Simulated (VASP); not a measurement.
# Ti6C (Fm-3m) in VASP: notebook

Runs on Ti6C. Level: PBE. Tasks: single point, relaxation of cell and atoms.

Program: VASP 6.6.1. These are calculated values, not measurements. Logs are shortened: lines on timing, memory, paths and dates and some standing lists are left out, and cuts for length are marked.

### 1 The cell of the first run

It takes space group Fm-3m (No. 225, cubic). The conventional cell has a = 7.556 Å, b = 7.556 Å, c = 7.556 Å, α = 90.00°, β = 90.00°, γ = 90.00°. Ti (site symmetry mmm) has 8 Ti at 2.67 Å and 2 C at 2.67 Å within 3.5 Å. Within 3.5 Å of C (site symmetry m-3m) lie 12 Ti at 2.67 Å.

The cell was generated, and may not be a known phase.

### 2 Single point, PBE

INCAR reads:

```
SYSTEM = Ti6C
PREC = Accurate ; ENCUT = 520
EDIFF = 1E-7 ; ISMEAR = 0
SIGMA = 0.1 ; LREAL = .False.
LASPH = .True. ; NELM = 80
ALGO = Normal ; ISIF = 2
LWAVE = .False. ; LCHARG = .True.
GGA = PE ; LELF = .True.
LVHAR = .True. ; NBANDS = 47
```

KPOINTS reads:

```
Automatic mesh
0
Gamma
  4 4 4
  0 0 0
```

POSCAR reads:

```
Ti6C
1.0
    0.0000000000      3.7780797118      3.7780797118
    3.7780797118      0.0000000000      3.7780797118
    3.7780797118      3.7780797118      0.0000000000
Ti C
6 1
Direct
    0.5000000000      0.5000000000      0.0000000000
    0.5000000000      0.0000000000      0.5000000000
    0.0000000000      0.0000000000      0.5000000000
    0.0000000000      0.5000000000      0.0000000000
    0.0000000000      0.5000000000      0.5000000000
    0.5000000000      0.0000000000      0.0000000000
    0.0000000000      0.0000000000      0.0000000000
```

Potentials or basis: VASP PAW PBE potentials, release 64 (Ti_sv, C).

Run with:

```
$ cat potpaw_PBE.64/Ti_sv/POTCAR potpaw_PBE.64/C/POTCAR > POTCAR
$ mpirun -np 1 vasp_std > vasp.out
```

OUTCAR:

```text
SYSTEM = Ti6C
   PREC = Accurate
   ENCUT = 520
   EDIFF = 1E-7
   ISMEAR = 0
   LREAL = .False.
   LASPH = .True.
   NELM = 80
   ISIF = 2
   GGA = PE

 ion  position               nearest neighbor table
   1  0.500  0.500  0.000-   4 2.67   6 2.67   2 2.67   5 2.67   2 2.67   6 2.67   4 2.67   5 2.67

   2  0.500  0.000  0.500-   3 2.67   6 2.67   1 2.67   6 2.67   1 2.67   5 2.67   3 2.67   5 2.67

   3  0.000  0.000  0.500-   2 2.67   5 2.67   4 2.67   6 2.67   4 2.67   5 2.67   2 2.67   6 2.67

   4  0.000  0.500  0.000-   1 2.67   5 2.67   3 2.67   5 2.67   3 2.67   6 2.67   1 2.67   6 2.67

   5  0.000  0.500  0.500-   3 2.67   4 2.67   1 2.67   4 2.67   2 2.67   3 2.67   1 2.67   2 2.67

   6  0.500  0.000  0.000-   1 2.67   2 2.67   2 2.67   3 2.67   1 2.67   4 2.67   3 2.67   4 2.67

   7  0.000  0.000  0.000-

  LATTYP: Found a face centered cubic cell.
 ALAT       =     7.5561594236

  Lattice vectors:

 A1 = (   0.0000000000,   3.7780797118,   3.7780797118)
 A2 = (   3.7780797118,   0.0000000000,   3.7780797118)
 A3 = (   3.7780797118,   3.7780797118,   0.0000000000)

Analysis of symmetry for initial positions (statically):
=====================================================================
 Subroutine PRICEL returns:
 Original cell was already a primitive cell.

 Routine SETGRP: Setting up the symmetry group for a
 face centered cubic supercell.

 Subroutine GETGRP returns: Found 48 space group operations
 (whereof 48 operations were pure point group operations)
 out of a pool of 48 trial point group operations.

The static configuration has the point symmetry O_h .

Analysis of symmetry for dynamics (positions and initial velocities):
=====================================================================
 Subroutine PRICEL returns:
 Original cell was already a primitive cell.

 Routine SETGRP: Setting up the symmetry group for a
 face centered cubic supercell.

 Subroutine GETGRP returns: Found 48 space group operations
 (whereof 48 operations were pure point group operations)
 out of a pool of 48 trial point group operations.

The dynamic configuration has the point symmetry O_h .

 Subroutine INISYM returns: Found 48 space group operations
 (whereof 48 operations are pure point group operations),
 and found     1 'primitive' translations
[... 87 lines left out ...]
   NELM   =     80;   NELMIN=  2; NELMDL= -5     # of ELM steps
   EDIFF  = 0.1E-06   stopping-criterion for ELM
   LREAL  =      F    real-space projection
   EDIFFG = 0.1E-05   stopping-criterion for IOM
   NSW    =      0    number of steps for IOM
   IBRION =     -1    ionic relax: 0-MD 1-quasi-New 2-CG
   NFREE  =      0    steps in history (QN), initial steepest desc. (CG)
   ISIF   =      2    stress and relaxation
   ISYM   =      2    0-nonsym 1-usesym 2-fastsym
   POTIM  = 0.5000    time-step for ionic-motion
   TEBEG  =    0.0;   TEEND  =   0.0 temperature during run
   PSTRESS=    0.0 pullay stress
   NELECT =      76.0000    total number of electrons
   NUPDOWN=      -1.0000    fix difference up-down
   EMIN   =  10.00;   EMAX   =-10.00  energy-range for DOS
   EFERMI =   0.00;   METHOD = LEGACY
   ISMEAR =     0;   SIGMA  =   0.10  broadening in eV -4-tet -1-fermi 0-gaus
   EFERMI_NEDOS =   21; number of points for ismear=-14 and -15
   IALGO  =     38    algorithm
   IMIX   =      4    mixing-type and parameters
     AMIX     =   0.40;   BMIX     =  1.00
     AMIX_MAG =   1.60;   BMIX_MAG =  1.00
  volume/ion in A,a.u.               =      15.41       103.98
  Fermi-wavevector in a.u.,A,eV,Ry     =   1.456794  2.752942 28.874961  2.122250
  Thomas-Fermi vector in A             =   2.573671
   LORBIT       =      0    0 simple, 1 ext, 2 COOP (PROOUT), +10 PAW based schemes
   GGA     = PE    functional components
   LHFCALC =     F    Hartree Fock is set to
   AEXX    =    0.0000 exact exchange contribution
   IVDW    =     0    specifies the selected vdW correction
   LEPSILON=     F    determine dielectric tensor
   LRPA    =     F    only Hartree local field effects (RPA)
 non-spin polarized calculation
 Gauss-broadening in eV      SIGMA  =   0.10
  energy-cutoff  :      520.00
  volume of cell :      107.86
 maximum number of plane-waves:      2936
   NGX = 19   NGY = 19   NGZ = 19

 number of electron      76.0000018 magnetization

 Free energy of the ion-electron system (eV)
  ---------------------------------------------------
  ext. energy  EPLUGINS =         0.00000000
  ---------------------------------------------------
  free energy    TOTEN  =       -52.40729055 eV

  energy without entropy =      -52.34787031  energy(sigma->0) =      -52.37758043

 E-fermi :   8.2751     XC(G=0): -11.6136

 val. band max:        8.2730455249   @ k =   0.5000   0.2500   0.0000
 cond. band min:       8.3048976209   @ k =  -0.2500   0.5000   0.2500
 fundamental gap:      0.0318520960
 Fermi energy:         8.2751484656

 k-point     1 :       0.0000    0.0000    0.0000
  band No.  band energies     occupation
      1     -48.1805      2.00000
      2     -47.9644      2.00000
      3     -47.9644      2.00000
      4     -47.9644      2.00000
      5     -47.8612      2.00000
      6     -47.8612      2.00000
[... 389 lines left out ...]
     46      10.0540      0.00000
     47      10.2432      0.00000

------------------------ aborting loop because EDIFF is reached ----------------------------------------

  FORCE on cell =-STRESS in cart. coord.  units (eV):
  Direction    XX          YY          ZZ          XY          YZ          ZX
  --------------------------------------------------------------------------------------
  -------------------------------------------------------------------------------------
  Total       -0.1085762     -0.1085762     -0.1085762     -0.0000000      0.0000000     -0.0000000
  in kB       -1.6128795     -1.6128795     -1.6128795     -0.0000000      0.0000000     -0.0000000
  external PRESSURE =      -1.6128795 kB  Pullay stress =       0.0000000 kB

 VOLUME and BASIS-vectors are now :
 -----------------------------------------------------------------------------
  energy-cutoff  :      520.00
  volume of cell :      107.86
      direct lattice vectors                 reciprocal lattice vectors
     0.000000000  3.778079712  3.778079712    -0.132342364  0.132342364  0.132342364
     3.778079712  0.000000000  3.778079712     0.132342364 -0.132342364  0.132342364
     3.778079712  3.778079712  0.000000000     0.132342364  0.132342364 -0.132342364

 POSITION                                       TOTAL-FORCE (eV/Angst)
 -----------------------------------------------------------------------------------
      1.88904      1.88904      3.77808        -0.000000      0.000000      0.000000
      1.88904      3.77808      1.88904         0.000000     -0.000000     -0.000000
      1.88904      1.88904      0.00000         0.000000      0.000000      0.000000
      1.88904      0.00000      1.88904         0.000000     -0.000000     -0.000000
      3.77808      1.88904      1.88904        -0.000000     -0.000000      0.000000
      0.00000      1.88904      1.88904         0.000000      0.000000      0.000000
      0.00000      0.00000      0.00000         0.000000      0.000000      0.000000
 -----------------------------------------------------------------------------------
    total drift:                                0.000000     -0.000000      0.000000

  FREE ENERGIE OF THE ION-ELECTRON SYSTEM (eV)
  ---------------------------------------------------
  free  energy   TOTEN  =       -52.4072905498 eV

  energy  without entropy=      -52.3478703108  energy(sigma->0) =      -52.37758043
```

stdout:

```text
POSCAR found type information on POSCAR TiC
 POSCAR found :  2 types and       7 ions
 scaLAPACK will be used
 LDA part: xc-table for (Slater+PW92), standard interpolation
 POSCAR, INCAR and KPOINTS ok, starting setup
 FFT: planning ... GRIDC
 FFT: planning ... GRID_SOFT
 FFT: planning ... GRID
 WAVECAR not read
 entering main loop
```

Run time: 1.8 min. Hardware: 1 thread of Intel Xeon 8259CL, shared host; peak memory 0.25 GiB.

What came out:

```
Free energy            : -52.4073 eV
Pressure               : -0.2 GPa
Band gap on the k mesh : zero (bands 38 and 39 overlap by 0.24 eV)
```

Levels at points of the mesh, in eV from the Fermi level:
```
           k point  band 35  band 36  band 37  band 38  band 39  band 40  band 41  band 42
(0.00, 0.00, 0.00)    -1.49    -1.35    -1.35    -1.35     0.86     0.86     0.86     1.84
(0.50, 0.00, 0.00)    -0.53    -0.53    -0.19    -0.10    -0.10     0.50     0.63     0.63
(0.50, 0.50, 0.00)    -0.64    -0.26     0.00     0.00     0.14     0.84     0.84     1.05
```

Caveat: the k points lie up to 0.36 Å⁻¹ apart.

### 3 Relaxation of cell and atoms, PBE

This run uses another cell than the first one, of 14.72 Å³/atom.

INCAR reads:

```
  PREC = Accurate
  ENCUT = 600
  EDIFF = 1E-6
  ISMEAR = 0
  SIGMA = 0.1
  LREAL = F
  LASPH = T
  NELM = 100
  ALGO = Normal
  ISIF = 3
  LWAVE = F
  LCHARG = F
  GGA = PE
  IBRION = 2
  NSW = 90
  EDIFFG = -0.04
```

KPOINTS reads:

```
regular mesh
0
Gamma
  4 4 4
```

POSCAR, as its differences from that of step 2:

```diff
@@ -2,5 +2,5 @@
 1.0
-    0.0000000000      3.7780797118      3.7780797118
-    3.7780797118      0.0000000000      3.7780797118
-    3.7780797118      3.7780797118      0.0000000000
+    0.0000000000      3.7210749700      3.7210749700
+    3.7210749700      0.0000000000      3.7210749700
+    3.7210749700      3.7210749700      0.0000000000
 Ti C
```

Potentials or basis: VASP PAW PBE potentials, release 64 (Ti_sv, C).

Run with:

```
$ cat potpaw_PBE.64/Ti_sv/POTCAR potpaw_PBE.64/C/POTCAR > POTCAR
$ mpirun -np 1 vasp_std > vasp.out
```

OUTCAR:

```text
PREC = Accurate
   ENCUT = 600
   EDIFF = 1E-6
   ISMEAR = 0
   LREAL = F
   LASPH = T
   NELM = 100
   ISIF = 3
   GGA = PE
   IBRION = 2
   NSW = 90
   EDIFFG = -0.04

 ion  position               nearest neighbor table
   1  0.500  0.500  0.000-   4 2.63   6 2.63   2 2.63   5 2.63   2 2.63   6 2.63   4 2.63   5 2.63

   2  0.500  0.000  0.500-   3 2.63   6 2.63   1 2.63   6 2.63   1 2.63   5 2.63   3 2.63   5 2.63

   3  0.000  0.000  0.500-   2 2.63   5 2.63   4 2.63   6 2.63   4 2.63   5 2.63   2 2.63   6 2.63

   4  0.000  0.500  0.000-   1 2.63   5 2.63   3 2.63   5 2.63   3 2.63   6 2.63   1 2.63   6 2.63

   5  0.000  0.500  0.500-   3 2.63   4 2.63   1 2.63   4 2.63   2 2.63   3 2.63   1 2.63   2 2.63

   6  0.500  0.000  0.000-   1 2.63   2 2.63   2 2.63   3 2.63   1 2.63   4 2.63   3 2.63   4 2.63

   7  0.000  0.000  0.000-

  LATTYP: Found a face centered cubic cell.
 ALAT       =     7.4421499400

  Lattice vectors:

 A1 = (   0.0000000000,   3.7210749700,   3.7210749700)
 A2 = (   3.7210749700,   0.0000000000,   3.7210749700)
 A3 = (   3.7210749700,   3.7210749700,   0.0000000000)

Analysis of symmetry for initial positions (statically):
=====================================================================
 Subroutine PRICEL returns:
 Original cell was already a primitive cell.

 Routine SETGRP: Setting up the symmetry group for a
 face centered cubic supercell.

 Subroutine GETGRP returns: Found 48 space group operations
 (whereof 48 operations were pure point group operations)
 out of a pool of 48 trial point group operations.

The static configuration has the point symmetry O_h .

Analysis of symmetry for dynamics (positions and initial velocities):
=====================================================================
 Subroutine PRICEL returns:
 Original cell was already a primitive cell.

 Routine SETGRP: Setting up the symmetry group for a
 face centered cubic supercell.

 Subroutine GETGRP returns: Found 48 space group operations
[... 103 lines left out ...]
   ISYM   =      2    0-nonsym 1-usesym 2-fastsym
   POTIM  = 0.5000    time-step for ionic-motion
   TEBEG  =    0.0;   TEEND  =   0.0 temperature during run
   PSTRESS=    0.0 pullay stress
   NELECT =      76.0000    total number of electrons
   NUPDOWN=      -1.0000    fix difference up-down
   EMIN   =  10.00;   EMAX   =-10.00  energy-range for DOS
   EFERMI =   0.00;   METHOD = LEGACY
   ISMEAR =     0;   SIGMA  =   0.10  broadening in eV -4-tet -1-fermi 0-gaus
   EFERMI_NEDOS =   21; number of points for ismear=-14 and -15
   IALGO  =     38    algorithm
   IMIX   =      4    mixing-type and parameters
     AMIX     =   0.40;   BMIX     =  1.00
     AMIX_MAG =   1.60;   BMIX_MAG =  1.00
  volume/ion in A,a.u.               =      14.72        99.34
  Fermi-wavevector in a.u.,A,eV,Ry     =   1.479112  2.795116 29.766433  2.187771
  Thomas-Fermi vector in A             =   2.593310
   LORBIT       =      0    0 simple, 1 ext, 2 COOP (PROOUT), +10 PAW based schemes
   GGA     = PE    functional components
   LHFCALC =     F    Hartree Fock is set to
   AEXX    =    0.0000 exact exchange contribution
   IVDW    =     0    specifies the selected vdW correction
   LEPSILON=     F    determine dielectric tensor
   LRPA    =     F    only Hartree local field effects (RPA)
 conjugate gradient relaxation of ions
 non-spin polarized calculation
 Gauss-broadening in eV      SIGMA  =   0.10
  energy-cutoff  :      600.00
  volume of cell :      103.05
 maximum number of plane-waves:      3479
   NGX = 21   NGY = 21   NGZ = 21

--------------------------------------- Ionic step        1  -------------------------------------------

 number of electron      76.0000022 magnetization

 Free energy of the ion-electron system (eV)
  ---------------------------------------------------
  ext. energy  EPLUGINS =         0.00000000
  ---------------------------------------------------
  free energy    TOTEN  =       -52.33266273 eV

  energy without entropy =      -52.27138560  energy(sigma->0) =      -52.30202416

------------------------ aborting loop because EDIFF is reached ----------------------------------------

  FORCE on cell =-STRESS in cart. coord.  units (eV):
  Direction    XX          YY          ZZ          XY          YZ          ZX
  --------------------------------------------------------------------------------------
  -------------------------------------------------------------------------------------
  Total        3.2781519      3.2781519      3.2781519      0.0000000     -0.0000000      0.0000000
  in kB       50.9687990     50.9687990     50.9687990      0.0000000     -0.0000000      0.0000000
  external PRESSURE =      50.9687990 kB  Pullay stress =       0.0000000 kB
[... 69 lines left out ...]
--------------------------------------- Ionic step        3  -------------------------------------------

 number of electron      76.0000010 magnetization

 Free energy of the ion-electron system (eV)
  ---------------------------------------------------
  ext. energy  EPLUGINS =         0.00000000
  ---------------------------------------------------
  free energy    TOTEN  =       -52.40404267 eV

  energy without entropy =      -52.34457213  energy(sigma->0) =      -52.37430740

 E-fermi :   8.2919     XC(G=0): -11.6211

 val. band max:        8.2895258913   @ k =   0.5000   0.2500   0.0000
 cond. band min:       8.3213270260   @ k =  -0.2500   0.5000   0.2500
 fundamental gap:      0.0318011347
 Fermi energy:         8.2918569887

 k-point     1 :       0.0000    0.0000    0.0000
  band No.  band energies     occupation
      1     -48.1612      2.00000
      2     -47.9438      2.00000
      3     -47.9438      2.00000
      4     -47.9438      2.00000
      5     -47.8400      2.00000
      6     -47.8400      2.00000
[... 407 lines left out ...]
  FREE ENERGIE OF THE ION-ELECTRON SYSTEM (eV)
  ---------------------------------------------------
  free  energy   TOTEN  =       -52.4040426691 eV

  energy  without entropy=      -52.3445721275  energy(sigma->0) =      -52.37430740

 reached required accuracy - stopping structural energy minimisation
```

OSZICAR:

```text
N       E                     dE             d eps       ncg     rms          rms(c)
DAV:   1     0.111582234314E+04    0.11158E+04   -0.42184E+04   720   0.235E+03
DAV:   2     0.995850640399E+02   -0.10162E+04   -0.10019E+04   720   0.682E+02
DAV:   3    -0.358461311356E+02   -0.13543E+03   -0.13168E+03  1095   0.208E+02
DAV:   4    -0.560002593246E+02   -0.20154E+02   -0.19679E+02  1136   0.692E+01
[... 35 lines left out ...]
DAV:   8    -0.524039020366E+02   -0.65807E-04   -0.11799E-03   919   0.151E-01    0.386E-02
DAV:   9    -0.524040227068E+02   -0.12067E-03   -0.19092E-04   960   0.696E-02    0.115E-02
DAV:  10    -0.524040369427E+02   -0.14236E-04   -0.81698E-05   889   0.278E-02    0.404E-03
DAV:  11    -0.524040417168E+02   -0.47741E-05   -0.94873E-06   750   0.157E-02    0.293E-03
DAV:  12    -0.524040426691E+02   -0.95237E-06   -0.42583E-06   687   0.766E-03
   3 F= -.52404043E+02 E0= -.52374307E+02  d E =-.713799E-01
```

Run time: 5.9 min. Hardware: 1 thread of Intel Xeon 8259CL, shared host; peak memory 0.28 GiB.

What came out:

```yaml
Free_energy: -52.4040 eV
Relaxed_volume: 15.38 Å³/atom
Relaxed_cell: a = 5.340 Å, b = 5.340 Å, c = 5.340 Å, α = 60.00°, β = 60.00°, γ = 60.00°
Space_group_after_relaxing_to_0.1_Å: Fm-3m (No. 225)
Energy_gained_by_relaxing: 10.2 meV/atom
Ionic_steps: 3
Pressure_after_relaxing: 0.0 GPa
Band_gap_on_the_k_mesh: zero (bands 38 and 39 overlap by 0.24 eV)
```

The path:
| step | energy change (eV) | largest force (eV/Å) | pressure (GPa) | volume (Å³) |
| --- | --- | --- | --- | --- |
| 1 | 0.0000 | 0.0000 | 5.10 | 103.05 |
| 2 | -0.0525 | 0.0000 | -2.34 | 110.19 |
| 3 | -0.0714 | 0.0000 | -0.02 | 107.68 |

Final structure:
```cif
data_structure
_symmetry_space_group_name_H-M 'P 1'
_symmetry_Int_Tables_number 1
_cell_length_a 5.3402
_cell_length_b 5.3402
_cell_length_c 5.3402
_cell_angle_alpha 60.000
_cell_angle_beta 60.000
_cell_angle_gamma 60.000
_cell_volume 107.68
loop_
_atom_site_label
_atom_site_type_symbol
_atom_site_fract_x
_atom_site_fract_y
_atom_site_fract_z
_atom_site_occupancy
Ti1 Ti 0.50000 0.50000 0.00000 1
Ti2 Ti 0.50000 0.00000 0.50000 1
Ti3 Ti 0.00000 0.00000 0.50000 1
Ti4 Ti 0.00000 0.50000 0.00000 1
Ti5 Ti 0.00000 0.50000 0.50000 1
Ti6 Ti 0.50000 0.00000 0.00000 1
C1 C 0.00000 0.00000 0.00000 1
```

Levels at points of the mesh, in eV from the Fermi level:
| k point | band 34 | band 35 | band 36 | band 37 | band 38 | band 39 | band 40 | band 41 | band 42 | band 43 |
| --- | --- | --- | --- | --- | --- | --- | --- | --- | --- | --- |
| (0.00, 0.00, 0.00) | -1.49 | -1.49 | -1.35 | -1.35 | -1.35 | 0.86 | 0.86 | 0.86 | 1.85 | 1.90 |
| (0.50, 0.00, 0.00) | -0.92 | -0.53 | -0.53 | -0.19 | -0.10 | -0.10 | 0.50 | 0.63 | 0.63 | 1.06 |
| (0.50, 0.50, 0.00) | -0.64 | -0.64 | -0.26 | 0.00 | 0.00 | 0.14 | 0.84 | 0.84 | 1.05 | 1.05 |

Caveat: the k points lie up to 0.36 Å⁻¹ apart in the final cell.

The gap in the log of VASP goes by the Fermi energy; the results here count the filled bands.